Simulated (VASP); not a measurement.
# MgB2 (P6/mmm) in VASP: further runs, part 2 of 2

VASP 6.6.1. Earlier steps stand in the parts before.

## Step 3: Single point, PBEsol

This run uses another cell than the first one, of 8.69 Å³/atom, 0.898 times its volume.

Contents of INCAR:

```
SYSTEM = MgB2
ALGO = Normal ; EDIFF = 1E-6
ENCUT = 520 ; GGA = PS
ISIF = 2 ; ISMEAR = -1
LASPH = .True. ; LCHARG = .False.
LREAL = .False. ; LWAVE = .False.
NBANDS = 11 ; NELM = 100
PREC = Accurate ; SIGMA = 0.15
```

Contents of KPOINTS:

```
k-points
0
Gamma
  15 15 12
  0 0 0
```

Contents of POSCAR:

```
MgB2
1.0
    2.9953688333      0.0000000000      0.0000000000
   -1.4976844167      2.5940655034      0.0000000000
    0.0000000000      0.0000000000      3.3548637297
Mg B
1 2
Direct
    0.0000000000      0.0000000000      0.0000000000
    0.3333333333      0.6666666667      0.5000000000
    0.6666666667      0.3333333333      0.5000000000
```

Potentials or basis: VASP PAW PBE potentials, release 64 (Mg, B).

On the command line:

```
$ cat potpaw_PBE.64/Mg/POTCAR potpaw_PBE.64/B/POTCAR > POTCAR
$ mpirun -np 1 vasp_std > vasp.out
```

OUTCAR:

```text
SYSTEM = MgB2
   EDIFF = 1E-6
   ENCUT = 520
   GGA = PS
   ISIF = 2
   ISMEAR = -1
   LASPH = .True.
   LREAL = .False.
   NELM = 100
   PREC = Accurate

 ion  position               nearest neighbor table
   1  0.000  0.000  0.000-   2 2.41   3 2.41   2 2.41   3 2.41   3 2.41   3 2.41   2 2.41   2 2.41
                             3 2.41   3 2.41   2 2.41   2 2.41
   2  0.333  0.667  0.500-   3 1.73   3 1.73   3 1.73   1 2.41   1 2.41   1 2.41   1 2.41   1 2.41
                             1 2.41
   3  0.667  0.333  0.500-   2 1.73   2 1.73   2 1.73   1 2.41   1 2.41   1 2.41   1 2.41   1 2.41
                             1 2.41

  LATTYP: Found a hexagonal cell.
 ALAT       =     2.9953688333
 C/A-ratio  =     1.1200169049

  Lattice vectors:

 A1 = (   2.9953688333,   0.0000000000,   0.0000000000)
 A2 = (  -1.4976844167,   2.5940655034,   0.0000000000)
 A3 = (   0.0000000000,   0.0000000000,   3.3548637297)

Analysis of symmetry for initial positions (statically):
=====================================================================
 Subroutine PRICEL returns:
 Original cell was already a primitive cell.

 Routine SETGRP: Setting up the symmetry group for a
 hexagonal supercell.

 Subroutine GETGRP returns: Found 24 space group operations
 (whereof 24 operations were pure point group operations)
 out of a pool of 24 trial point group operations.

The static configuration has the point symmetry D_6h.

Analysis of symmetry for dynamics (positions and initial velocities):
=====================================================================
 Subroutine PRICEL returns:
 Original cell was already a primitive cell.

 Routine SETGRP: Setting up the symmetry group for a
 hexagonal supercell.

 Subroutine GETGRP returns: Found 24 space group operations
 (whereof 24 operations were pure point group operations)
 out of a pool of 24 trial point group operations.

The dynamic configuration has the point symmetry D_6h.

 Subroutine INISYM returns: Found 24 space group operations
 (whereof 24 operations are pure point group operations),
 and found     1 'primitive' translations

----------------------------------------------------------------------------------------

                                     Primitive cell

  volume of cell :      26.0679

  direct lattice vectors                    reciprocal lattice vectors
     2.995368833  0.000000000  0.000000000     0.333848703  0.192747639  0.000000000
    -1.497684417  2.594065503  0.000000000     0.000000000  0.385495277  0.000000000
     0.000000000  0.000000000  3.354863730     0.000000000  0.000000000  0.298074700

  length of vectors
     2.995368833  2.995368833  3.354863730     0.385495277  0.385495277  0.298074700

  position of ions in fractional coordinates (direct lattice)
     0.000000000  0.000000000  0.000000000
     0.333333333  0.666666667  0.500000000
     0.666666667  0.333333333  0.500000000

  ion indices of the primitive-cell ions
   primitive index   ion index
                 1           1
                 2           2
                 3           3

----------------------------------------------------------------------------------------

 KPOINTS: k-points

Automatic generation of k-mesh.
 Grid dimensions read from file:
 generate k-points for:   15   15   12
[... 47 lines left out ...]
   number of dos      NEDOS =    301   number of ions     NIONS =      3
   total plane-waves  NPLWV =  16128
   dimension x,y,z NGX =    24 NGY =   24 NGZ =   28
   dimension x,y,z NGXF=    48 NGYF=   48 NGZF=   56
   ions per type =               1   2
   NGX,Y,Z   is equivalent  to a cutoff of  13.32, 13.32, 13.88 a.u.
   NGXF,Y,Z  is equivalent  to a cutoff of  26.64, 26.64, 27.75 a.u.
 SYSTEM =  MgB2
   PREC   = accura    normal or accurate (medium, high low for compatibility)
   ISTART =      0    job   : 0-new  1-cont  2-samecut
   ICHARG =      2    charge: 1-file 2-atom 10-const
   ISPIN  =      1    spin polarized calculation?
   LNONCOLLINEAR =      F non collinear calculations
   LSORBIT =      F    spin-orbit coupling
   LASPH  =      T    aspherical Exc in radial PAW
   ENCUT  =  520.0 eV  38.22 Ry    6.18 a.u.   5.57  5.57  6.24*2*pi/ulx,y,z
   NELM   =    100;   NELMIN=  2; NELMDL= -5     # of ELM steps
   EDIFF  = 0.1E-05   stopping-criterion for ELM
   LREAL  =      F    real-space projection
   EDIFFG = 0.1E-04   stopping-criterion for IOM
   NSW    =      0    number of steps for IOM
   IBRION =     -1    ionic relax: 0-MD 1-quasi-New 2-CG
   NFREE  =      0    steps in history (QN), initial steepest desc. (CG)
   ISIF   =      2    stress and relaxation
   ISYM   =      2    0-nonsym 1-usesym 2-fastsym
   POTIM  = 0.5000    time-step for ionic-motion
   TEBEG  =    0.0;   TEEND  =   0.0 temperature during run
   PSTRESS=    0.0 pullay stress
   NELECT =       8.0000    total number of electrons
   NUPDOWN=      -1.0000    fix difference up-down
   EMIN   =  10.00;   EMAX   =-10.00  energy-range for DOS
   EFERMI =   0.00;   METHOD = LEGACY
   ISMEAR =    -1;   SIGMA  =   0.15  broadening in eV -4-tet -1-fermi 0-gaus
   EFERMI_NEDOS =   21; number of points for ismear=-14 and -15
   IALGO  =     38    algorithm
   IMIX   =      4    mixing-type and parameters
     AMIX     =   0.40;   BMIX     =  1.00
     AMIX_MAG =   1.60;   BMIX_MAG =  1.00
  volume/ion in A,a.u.               =       8.69        58.64
  Fermi-wavevector in a.u.,A,eV,Ry     =   1.104255  2.086740 16.590666  1.219380
  Thomas-Fermi vector in A             =   2.240725
   LORBIT       =      0    0 simple, 1 ext, 2 COOP (PROOUT), +10 PAW based schemes
   GGA     = PS    functional components
   LHFCALC =     F    Hartree Fock is set to
   AEXX    =    0.0000 exact exchange contribution
   IVDW    =     0    specifies the selected vdW correction
   LEPSILON=     F    determine dielectric tensor
   LRPA    =     F    only Hartree local field effects (RPA)
 non-spin polarized calculation
  energy-cutoff  :      520.00
  volume of cell :       26.07
 maximum number of plane-waves:       721
 NGX is ok and might be reduce to    24
   NGX = 11   NGY = 11   NGZ = 13

 number of electron       8.0000000 magnetization

 Free energy of the ion-electron system (eV)
  ---------------------------------------------------
  ext. energy  EPLUGINS =         0.00000000
  ---------------------------------------------------
  free energy    TOTEN  =       -16.14310633 eV

  energy without entropy =      -16.09500014  energy(sigma->0) =      -16.11905324

 E-fermi :   5.9747     XC(G=0): -11.4340

 val. band max:        5.9588764122   @ k =   0.3333   0.2000   0.3333
 cond. band min:       5.9948351739   @ k =   0.3333   0.1333   0.4167
 fundamental gap:      0.0359587617
 Fermi energy:         5.9747279930

 k-point     1 :       0.0000    0.0000    0.0000
  band No.  band energies     occupation
      1      -7.0676      2.00000
      2       3.0485      2.00000
      3       6.3291      0.17217
      4       6.3291      0.17217
      5       8.1942      0.00000
      6      12.5353      0.00000
      7      12.5353      0.00000
      8      14.9552      0.00000
      9      16.7823      0.00000
     10      19.5369      0.00000
     11      23.1644      0.00000
[... 309 lines left out ...]
 k-point    24 :       0.4000    0.2000    0.0000
  band No.  band energies     occupation
      1      -2.4270      2.00000
      2      -1.8476      2.00000
      3       1.2440      2.00000
      4       6.9087      0.00394
      5       9.0170      0.00000
      6      12.2600      0.00000
      7      12.3517      0.00000
      8      15.2079      0.00000
      9      16.4451      0.00000
     10      19.0873      0.00000
     11      20.8043      0.00000

 [... further k-points ...]

------------------------ aborting loop because EDIFF is reached ----------------------------------------

  FORCE on cell =-STRESS in cart. coord.  units (eV):
  Direction    XX          YY          ZZ          XY          YZ          ZX
  --------------------------------------------------------------------------------------
  -------------------------------------------------------------------------------------
  Total        2.4758461      2.4758461      2.4368608     -0.0000000      0.0000000      0.0000000
  in kB      152.1696668    152.1696668    149.7735656     -0.0000000      0.0000000      0.0000000
  external PRESSURE =     151.3709664 kB  Pullay stress =       0.0000000 kB

 VOLUME and BASIS-vectors are now :
 -----------------------------------------------------------------------------
  energy-cutoff  :      520.00
  volume of cell :       26.07
      direct lattice vectors                 reciprocal lattice vectors
     2.995368833  0.000000000  0.000000000     0.333848703  0.192747639  0.000000000
    -1.497684417  2.594065503  0.000000000     0.000000000  0.385495277  0.000000000
     0.000000000  0.000000000  3.354863730     0.000000000  0.000000000  0.298074700

 POSITION                                       TOTAL-FORCE (eV/Angst)
 -----------------------------------------------------------------------------------
      0.00000      0.00000      0.00000        -0.000000      0.000000      0.000000
     -0.00000      1.72938      1.67743        -0.000000      0.000000      0.000000
      1.49768      0.86469      1.67743         0.000000      0.000000     -0.000000
 -----------------------------------------------------------------------------------
    total drift:                                0.000000     -0.000000      0.000000

  FREE ENERGIE OF THE ION-ELECTRON SYSTEM (eV)
  ---------------------------------------------------
  free  energy   TOTEN  =       -16.1431063328 eV

  energy  without entropy=      -16.0950001400  energy(sigma->0) =      -16.11905324
```

Wall time 15 s (1 thread of Intel Xeon 6975P-C (Granite Rapids), shared host); peak memory 0.18 GiB.

Results:

- Free energy: -16.1431 eV
- Pressure: 15.1 GPa
- Band gap on the k mesh: zero (band 4 reaches 7.99 eV, above the bottom of band 5 at 3.73 eV)

Caveat: the PAW data sets were made with another functional, which shifts forces and pressure a little.

## Step 4: Single point, PBEsol

This run uses another cell than the first one, of 9.18 Å³/atom, 0.949 times its volume.

Contents of INCAR:

```
SYSTEM = MgB2
PREC = Accurate
ENCUT = 520
EDIFF = 1E-6
ISMEAR = -1
SIGMA = 0.15
LREAL = .False.
LASPH = .True.
NELM = 100
ALGO = Normal
ISIF = 2
LWAVE = .False.
LCHARG = .False.
GGA = PS
NBANDS = 11
```

Contents of KPOINTS:

```
regular mesh
0
Gamma
  15 15 12
  0 0 0
```

Contents of POSCAR:

```
MgB2
1.0
    3.0385946376      0.0000000000      0.0000000000
   -1.5192973188      2.6315001480      0.0000000000
    0.0000000000      0.0000000000      3.4450968801
Mg B
1 2
Direct
    0.0000000000      0.0000000000      0.0000000000
    0.3333333333      0.6666666667      0.5000000000
    0.6666666667      0.3333333333      0.5000000000
```

On the command line:

```
$ cat potpaw_PBE.64/Mg/POTCAR potpaw_PBE.64/B/POTCAR > POTCAR
$ mpirun -np 1 vasp_std > vasp.out
```

It took 17 s on 1 thread of Intel Xeon 6975P-C (Granite Rapids), shared host; peak memory 0.18 GiB.

It converged, with:

```
Free energy            : -16.2348 eV
Pressure               : 5.0 GPa
Band gap on the k mesh : zero (band 4 reaches 7.46 eV, above the bottom of band 5 at 3.45 eV)
```

Stress tensor (GPa, compression positive):
```
5.12 0.00 0.00
0.00 5.12 0.00
0.00 0.00 4.87
```

Levels at points of the mesh, in eV from the Fermi level:
| k point | band 1 | band 2 | band 3 | band 4 | band 5 | band 6 | band 7 | band 8 |
| --- | --- | --- | --- | --- | --- | --- | --- | --- |
| (0.00, 0.00, 0.00) | -12.71 | -2.96 | 0.38 | 0.38 | 1.88 | 6.44 | 6.44 | 8.58 |
| (0.00, 0.00, 0.50) | -11.33 | -7.67 | 0.80 | 0.80 | 6.76 | 6.76 | 8.19 | 10.60 |

Caveat: the PAW data sets were made with another functional, which shifts forces and pressure a little.

## Step 5: Overview

| cell | k mesh | smearing | gap on the mesh (eV) | pressure (GPa) |
| --- | --- | --- | --- | --- |
| a = 3.085, b = 3.085, c = 3.523 Å, angles 90.0, 90.0, 120.0°, 3 atoms | 6 × 6 × 6 | gaussian 0.1 eV | none | -3.0 |
| a = 2.995, b = 2.995, c = 3.355 Å, angles 90.0, 90.0, 120.0°, 3 atoms | 15 × 15 × 12 | fermi-dirac 0.15 eV | none | 15.1 |
| a = 3.039, b = 3.039, c = 3.445 Å, angles 90.0, 90.0, 120.0°, 3 atoms | 15 × 15 × 12 | fermi-dirac 0.15 eV | none | 5.0 |

Alike in all rows: task single point; level PBEsol; potentials or basis VASP PAW PBE potentials, release 64 (Mg, B); no spin polarisation; cutoff (eV) 520.

Caveats: some runs use coarse meshes; the PAW data sets were made with another functional, which shifts forces and pressure a little.

Absolute energies hang on the potentials; compare differences alone.
